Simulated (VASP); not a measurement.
# SiMo12 in VASP: further runs

The runs below take SiMo12 through single point, with PBE.

Everything below comes from runs of VASP 6.6.1. Logs are shortened: lines on timing, memory, paths and dates and some standing lists are left out, and cuts for length are marked.

### 1 The cell of the first run

The cell holds a slab with vacuum, 13 atoms: a = 5.474 Å, b = 5.474 Å, c = 19.808 Å, α = 90.00°, β = 90.00°, γ = 109.47°.

### 2 Single point, PBE

INCAR

```
ALGO = Normal
DIPOL = 0.5 0.5 0.327
EDIFF = 1E-7
ENCUT = 520
GGA = PE
IDIPOL = 3
ISIF = 2
ISMEAR = 0
LASPH = T
LCHARG = T
LDIPOL = T
LELF = T
LREAL = F
LVACPOTAV = T
LVHAR = T
LWAVE = F
NBANDS = 98
NELM = 60
PREC = Accurate
SIGMA = 0.1
```

KPOINTS

```
k-points
0
Gamma
  5 5 1
```

POSCAR

```
SiMo12
1.0
    5.4740909335      0.0000000000      0.0000000000
   -1.8246969778      5.1610224265      0.0000000000
    0.0000000000      0.0000000000     19.8082441207
Mo Si
12 1
Direct
    0.2500000000      0.2500000000      0.2019361219
    0.2500000000      0.7500000000      0.2019361219
    0.7500000000      0.2500000000      0.2019361219
    0.7500000000      0.7500000000      0.2019361219
    0.0000000000      0.0000000000      0.3106875864
    0.0000000000      0.5000000000      0.3106875864
    0.5000000000      0.0000000000      0.3106875864
    0.5000000000      0.5000000000      0.3106875864
    0.2500000000      0.2500000000      0.4194336494
    0.2500000000      0.7500000000      0.4194336494
    0.7500000000      0.2500000000      0.4194336494
    0.7500000000      0.7500000000      0.4194336494
    0.4166666667      0.4166666667      0.5215225125
```

Potentials or basis: VASP PAW PBE potentials, release 64 (Mo_sv, Si).

Run with:

```bash
cat potpaw_PBE.64/Mo_sv/POTCAR potpaw_PBE.64/Si/POTCAR > POTCAR
mpirun -np 1 vasp_std > vasp.out
```

OUTCAR:

```text
EDIFF = 1E-7
   ENCUT = 520
   GGA = PE
   ISIF = 2
   ISMEAR = 0
   LASPH = T
   LREAL = F
   NELM = 60
   PREC = Accurate

 ion  position               nearest neighbor table
   1  0.250  0.250  0.202-   5 2.67   8 2.67   2 2.74   2 2.74   3 2.74   3 2.74   7 3.10   6 3.10
                             4 3.16   4 3.16
   2  0.250  0.750  0.202-   6 2.67   7 2.67   1 2.74   1 2.74   4 2.74   4 2.74   5 3.10   8 3.10
                             3 3.16   3 3.16
   3  0.750  0.250  0.202-   6 2.67   7 2.67   4 2.74   4 2.74   1 2.74   1 2.74   5 3.10   8 3.10
                             2 3.16   2 3.16
   4  0.750  0.750  0.202-   5 2.67   8 2.67   3 2.74   3 2.74   2 2.74   2 2.74   7 3.10   6 3.10
                             1 3.16   1 3.16
   5  0.000  0.000  0.311-   9 2.67  12 2.67   1 2.67   4 2.67   6 2.74   6 2.74   7 2.74   7 2.74
                            11 3.10  10 3.10   3 3.10   2 3.10   8 3.16   8 3.16
   6  0.000  0.500  0.311-  10 2.67  11 2.67   2 2.67   3 2.67   5 2.74   5 2.74   8 2.74   8 2.74
                             9 3.10  12 3.10   1 3.10   4 3.10   7 3.16   7 3.16
   7  0.500  0.000  0.311-  10 2.67  11 2.67   2 2.67   3 2.67   8 2.74   8 2.74   5 2.74   5 2.74
                             9 3.10  12 3.10   1 3.10   4 3.10   6 3.16   6 3.16
   8  0.500  0.500  0.311-   9 2.67  12 2.67   1 2.67   4 2.67   7 2.74   7 2.74   6 2.74   6 2.74
                            11 3.10  10 3.10   3 3.10   2 3.10   5 3.16   5 3.16
   9  0.250  0.250  0.419-  13 2.28   8 2.67   5 2.67  10 2.74  10 2.74  11 2.74  11 2.74   6 3.10
                             7 3.10  12 3.16  12 3.16
  10  0.250  0.750  0.419-   6 2.67   7 2.67   9 2.74   9 2.74  12 2.74  12 2.74  13 3.06   8 3.10
                             5 3.10  11 3.16  11 3.16
  11  0.750  0.250  0.419-   6 2.67   7 2.67  12 2.74  12 2.74   9 2.74   9 2.74  13 3.06   8 3.10
                             5 3.10  10 3.16  10 3.16
  12  0.750  0.750  0.419-   5 2.67   8 2.67  11 2.74  11 2.74  10 2.74  10 2.74  13 2.92   6 3.10
                             7 3.10   9 3.16   9 3.16
  13  0.417  0.417  0.522-   9 2.28  12 2.92  10 3.06  11 3.06

  LATTYP: Found a base centered orthorhombic cell.
 ALAT       =     6.3209357480
 B/A-ratio  =     1.4142135624
 C/A-ratio  =     3.1337518542

  Lattice vectors:

 A1 = (   5.4740909335,   0.0000000000,   0.0000000000)
 A2 = (  -1.8246969778,   5.1610224265,   0.0000000000)
 A3 = (   0.0000000000,   0.0000000000,  19.8082441207)

Analysis of symmetry for initial positions (statically):
=====================================================================
 Subroutine PRICEL returns:
 Original cell was already a primitive cell.

 Routine SETGRP: Setting up the symmetry group for a
 base centered orthorhombic supercell.

 Subroutine GETGRP returns: Found  2 space group operations
 (whereof  2 operations were pure point group operations)
 out of a pool of  8 trial point group operations.

The static configuration has the point symmetry C_1h.

[... 143 lines left out ...]
   GGA     = PE    functional components
   LHFCALC =     F    Hartree Fock is set to
   AEXX    =    0.0000 exact exchange contribution
   IVDW    =     0    specifies the selected vdW correction
   LEPSILON=     F    determine dielectric tensor
   LRPA    =     F    only Hartree local field effects (RPA)
 non-spin polarized calculation
 Gauss-broadening in eV      SIGMA  =   0.10
  energy-cutoff  :      520.00
  volume of cell :      559.62
 maximum number of plane-waves:     15102
 NGX is ok and might be reduce to    42
   NGX = 21   NGY = 21   NGZ = 73

 dipolmoment           0.000000      0.000000     -0.004495 electrons x Angstroem

 number of electron     171.9999986 magnetization

 dipolmoment           0.000000      0.000000      0.046760 electrons x Angstroem

 Free energy of the ion-electron system (eV)
  ---------------------------------------------------
  ext. energy  EPLUGINS =         0.00000000
  ---------------------------------------------------
  free energy    TOTEN  =      -126.74073453 eV

  energy without entropy =     -126.68353370  energy(sigma->0) =     -126.71213411

 E-fermi :   1.4546     XC(G=0):  -5.8937

 val. band max:        1.4382164722   @ k =  -0.2000   0.2000   0.0000
 cond. band min:       1.5154239889   @ k =  -0.2000   0.2000   0.0000
 fundamental gap:      0.0772075167
 Fermi energy:         1.4545848899

 k-point     1 :       0.0000    0.0000    0.0000
  band No.  band energies     occupation
      1     -59.7546      2.00000
      2     -59.5848      2.00000
      3     -59.5621      2.00000
      4     -59.5140      2.00000
      5     -59.4976      2.00000
      6     -59.4432      2.00000
[... 898 lines left out ...]
     97       2.3649      0.00000
     98       2.4098      0.00000

------------------------ aborting loop because EDIFF is reached ----------------------------------------

  FORCE on cell =-STRESS in cart. coord.  units (eV):
  Direction    XX          YY          ZZ          XY          YZ          ZX
  --------------------------------------------------------------------------------------
  -------------------------------------------------------------------------------------
  Total       -9.3252779     -8.8395901      2.4755555      0.6868664      2.3893074      1.6894951
  in kB      -26.6979942    -25.3074842      7.0874419      1.9664781      6.8405163      4.8369743
  external PRESSURE =     -14.9726788 kB  Pullay stress =       0.0000000 kB

 VOLUME and BASIS-vectors are now :
 -----------------------------------------------------------------------------
  energy-cutoff  :      520.00
  volume of cell :      559.62
      direct lattice vectors                 reciprocal lattice vectors
     5.474090934  0.000000000  0.000000000     0.182678734  0.064586686  0.000000000
    -1.824696978  5.161022426  0.000000000     0.000000000  0.193760057  0.000000000
     0.000000000  0.000000000 19.808244121     0.000000000  0.000000000  0.050484030

 POSITION                                       TOTAL-FORCE (eV/Angst)
 -----------------------------------------------------------------------------------
      0.91235      1.29026      4.00000        -0.002142     -0.003029      0.038079
      0.00000      3.87077      4.00000        -0.037286     -0.002823     -0.120845
      3.64939      1.29026      4.00000         0.009767     -0.036094     -0.120845
      2.73705      3.87077      4.00000         0.064260      0.090877      0.151403
      0.00000      0.00000      6.15418        -0.033627     -0.047556     -0.476110
     -0.91235      2.58051      6.15418        -0.125179     -0.003988     -0.075745
      2.73705      0.00000      6.15418         0.037966     -0.119349     -0.075745
      1.82470      2.58051      6.15418         0.162760      0.230177     -0.435932
      0.91235      1.29026      8.30824        -0.871977     -1.233161     -1.011509
      0.00000      3.87077      8.30824         0.156948     -0.280488      0.693276
      3.64939      1.29026      8.30824        -0.316763      0.054476      0.693276
      2.73705      3.87077      8.30824         0.001474      0.002084      0.721813
      1.52058      2.15043     10.33045         0.953799      1.348875      0.018884
 -----------------------------------------------------------------------------------
    total drift:                                0.000011      0.000016      0.000925

  FREE ENERGIE OF THE ION-ELECTRON SYSTEM (eV)
  ---------------------------------------------------
  free  energy   TOTEN  =      -126.7407345305 eV

  energy  without entropy=     -126.6835336987  energy(sigma->0) =     -126.71213411

 vacuum level on the upper side and lower side of the slab         6.411         6.112
```

OSZICAR:

```text
N       E                     dE             d eps       ncg     rms          rms(c)
DAV:   1     0.187503272756E+04    0.18750E+04   -0.10821E+05  2252   0.159E+03
DAV:   2    -0.508640463917E+02   -0.19259E+04   -0.18924E+04  1976   0.472E+02
DAV:   3    -0.132268894683E+03   -0.81405E+02   -0.78466E+02  2416   0.788E+01
[... 29 lines left out ...]
DAV:  33    -0.126740733415E+03   -0.17375E-05   -0.12914E-07  1288   0.953E-04    0.709E-04
DAV:  34    -0.126740734142E+03   -0.72650E-06   -0.64617E-08  1232   0.496E-04    0.661E-04
DAV:  35    -0.126740734342E+03   -0.20012E-06   -0.53485E-08  1184   0.851E-04    0.285E-04
DAV:  36    -0.126740734492E+03   -0.14984E-06   -0.13220E-08  1136   0.288E-04    0.193E-04
DAV:  37    -0.126740734530E+03   -0.38748E-07   -0.71153E-09  1088   0.219E-04
   1 F= -.12674073E+03 E0= -.12671213E+03  d E =-.572008E-01
```

Run time: 22 min. Hardware: 1 thread of Intel Xeon 6975P-C (Granite Rapids), shared host; peak memory 0.73 GiB.

Results:

```yaml
Free_energy: -126.7407 eV
Largest_force: 1.818 eV/Å
Band_gap_on_the_k_mesh: zero (band 86 reaches 2.51 eV, above the bottom of band 87 at 1.00 eV)
```

Forces in eV/Å, atoms in the order of the input:
```
Mo  -0.002 -0.003  0.038
Mo  -0.037 -0.003 -0.121
Mo   0.010 -0.036 -0.121
Mo   0.064  0.091  0.151
Mo  -0.034 -0.048 -0.476
Mo  -0.125 -0.004 -0.076
Mo   0.038 -0.119 -0.076
Mo   0.163  0.230 -0.436
Mo  -0.872 -1.233 -1.012
Mo   0.157 -0.280  0.693
Mo  -0.317  0.054  0.693
Mo   0.001  0.002  0.722
Si   0.954  1.349  0.019
```

### 3 Single point, PBE

INCAR

```
SYSTEM = SiMo12
PREC = Accurate ; ENCUT = 520
EDIFF = 1E-6 ; ISMEAR = 0
SIGMA = 0.1 ; LREAL = .FALSE.
LASPH = .TRUE. ; NELM = 60
ALGO = Normal ; ISIF = 2
LWAVE = .FALSE. ; LCHARG = .FALSE.
LDIPOL = .TRUE. ; IDIPOL = 3
DIPOL = 0.5 0.5 0.328 ; GGA = PE
NBANDS = 98
```

KPOINTS

```
Automatic mesh
0
G
  5 5 1
  0 0 0
```

POSCAR: that of step 2 with these lines changed.

```diff
@@ -20,2 +20,2 @@
     0.7500000000      0.7500000000      0.4194336494
-    0.4166666667      0.4166666667      0.5215225125
+    0.3333333333      0.3333333333      0.5329226470
```

Potentials or basis: VASP PAW PBE potentials, release 64 (Mo_sv, Si).

Run with:

```bash
cat potpaw_PBE.64/Mo_sv/POTCAR potpaw_PBE.64/Si/POTCAR > POTCAR
mpirun -np 1 vasp_std > vasp.out
```

OUTCAR:

```text
SYSTEM = SiMo12
   PREC = Accurate
   ENCUT = 520
   EDIFF = 1E-6
   ISMEAR = 0
   LREAL = .FALSE.
   LASPH = .TRUE.
   NELM = 60
   ISIF = 2
   GGA = PE

 ion  position               nearest neighbor table
   1  0.250  0.250  0.202-   5 2.67   8 2.67   2 2.74   2 2.74   3 2.74   3 2.74   7 3.10   6 3.10
                             4 3.16   4 3.16
   2  0.250  0.750  0.202-   6 2.67   7 2.67   1 2.74   1 2.74   4 2.74   4 2.74   5 3.10   8 3.10
                             3 3.16   3 3.16
   3  0.750  0.250  0.202-   6 2.67   7 2.67   4 2.74   4 2.74   1 2.74   1 2.74   5 3.10   8 3.10
                             2 3.16   2 3.16
   4  0.750  0.750  0.202-   5 2.67   8 2.67   3 2.74   3 2.74   2 2.74   2 2.74   7 3.10   6 3.10
                             1 3.16   1 3.16
[... 1149 lines left out ...]
     0.000000000  0.000000000 19.808244121     0.000000000  0.000000000  0.050484030

 POSITION                                       TOTAL-FORCE (eV/Angst)
 -----------------------------------------------------------------------------------
      0.91235      1.29026      4.00000         0.016236      0.022962      0.034856
      0.00000      3.87077      4.00000        -0.017066      0.015726     -0.094571
      3.64939      1.29026      4.00000         0.020515     -0.010848     -0.094571
      2.73705      3.87077      4.00000         0.019219      0.027179      0.209145
      0.00000      0.00000      6.15418        -0.090602     -0.128131     -0.501581
     -0.91235      2.58051      6.15418        -0.162716      0.015707     -0.067631
      2.73705      0.00000      6.15418         0.069047     -0.148175     -0.067631
      1.82470      2.58051      6.15418         0.200033      0.282889     -0.554979
      0.91235      1.29026      8.30824        -0.434956     -0.615121     -0.508760
      0.00000      3.87077      8.30824         0.085316     -0.202340      0.736085
      3.64939      1.29026      8.30824        -0.219207      0.012990      0.736085
      2.73705      3.87077      8.30824         0.058697      0.083011      0.159866
      1.21646      1.72034     10.55626         0.455484      0.644152      0.013686
 -----------------------------------------------------------------------------------
    total drift:                                0.000094      0.000134      0.001138

  FREE ENERGIE OF THE ION-ELECTRON SYSTEM (eV)
  ---------------------------------------------------
  free  energy   TOTEN  =      -126.0807800740 eV

  energy  without entropy=     -126.0157197428  energy(sigma->0) =     -126.04824991

 vacuum level on the upper side and lower side of the slab         6.263         6.035
```

OSZICAR:

```text
N       E                     dE             d eps       ncg     rms          rms(c)
DAV:   1     0.188096692808E+04    0.18810E+04   -0.10803E+05  2244   0.159E+03
DAV:   2    -0.486864376155E+02   -0.19297E+04   -0.18962E+04  1966   0.472E+02
DAV:   3    -0.131503620016E+03   -0.82817E+02   -0.79730E+02  2416   0.792E+01
[... 26 lines left out ...]
DAV:  30    -0.126080770574E+03   -0.17733E-04   -0.10420E-06  1248   0.213E-03    0.162E-03
DAV:  31    -0.126080775357E+03   -0.47825E-05   -0.24313E-07  1152   0.132E-03    0.113E-03
DAV:  32    -0.126080778448E+03   -0.30910E-05   -0.26238E-07  1144   0.986E-04    0.867E-04
DAV:  33    -0.126080779842E+03   -0.13943E-05   -0.23845E-07  1136   0.938E-04    0.440E-04
DAV:  34    -0.126080780074E+03   -0.23194E-06   -0.81162E-08  1088   0.717E-04
   1 F= -.12608078E+03 E0= -.12604825E+03  d E =-.650603E-01
```

stdout:

```text
POSCAR found type information on POSCAR MoSi
 POSCAR found :  2 types and      13 ions
 scaLAPACK will be used
 LDA part: xc-table for (Slater+PW92), standard interpolation
 POSCAR, INCAR and KPOINTS ok, starting setup
 FFT: planning ... GRIDC
 FFT: planning ... GRID_SOFT
 FFT: planning ... GRID
 WAVECAR not read
 entering main loop
```

Run time: 16 min. Hardware: 1 thread of AMD EPYC 7R13 (Zen 3), shared host; peak memory 0.72 GiB.

What came out:

```
Free energy            : -126.0808 eV
Largest force          : 0.909 eV/Å
Band gap on the k mesh : zero (band 86 reaches 2.68 eV, above the bottom of band 87 at 0.99 eV)
```

Forces on the atoms (eV/Å):
```
Mo   0.016  0.023  0.035
Mo  -0.017  0.016 -0.095
Mo   0.021 -0.011 -0.095
Mo   0.019  0.027  0.209
Mo  -0.091 -0.128 -0.502
Mo  -0.163  0.016 -0.068
Mo   0.069 -0.148 -0.068
Mo   0.200  0.283 -0.555
Mo  -0.435 -0.615 -0.509
Mo   0.085 -0.202  0.736
Mo  -0.219  0.013  0.736
Mo   0.059  0.083  0.160
Si   0.455  0.644  0.014
```
